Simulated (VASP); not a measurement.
A run of VASP 6.6.1 is set up as follows.

INCAR

```
PREC = Accurate
ENCUT = 600
EDIFF = 1E-6
ISMEAR = 0
SIGMA = 0.1
LREAL = F
LASPH = T
NELM = 60
ALGO = Fast
ISIF = 3
LWAVE = F
LCHARG = F
GGA = PE
IBRION = 2
NSW = 100
EDIFFG = -0.01
```

File KPOINTS:

```
regular mesh
0
Gamma
  14 14 14
```

The input POSCAR:

```
TaGa2
1.0
    0.0000000000      3.0439776313      3.0439776313
    3.0439776313      0.0000000000      3.0439776313
    3.0439776313      3.0439776313      0.0000000000
Ta Ga
1 2
Direct
    0.0000000000      0.0000000000      0.0000000000
    0.7500000000      0.7500000000      0.7500000000
    0.5000000000      0.5000000000      0.5000000000
```

Potentials or basis: VASP PAW PBE potentials, release 64 (Ta_pv, Ga_d).

Run with:

```sh
$ cat potpaw_PBE.64/Ta_pv/POTCAR potpaw_PBE.64/Ga_d/POTCAR > POTCAR
$ mpirun -np 1 vasp_std > vasp.out
```

(1) What does it give for the band gap on the k mesh?

Answers

(1) zero (an odd number of electrons rules out a gap without spin polarisation).

Caveat: the relaxation stopped at its first step, so nothing moved; spin-orbit coupling is left out, which moves the levels of the heavy elements.
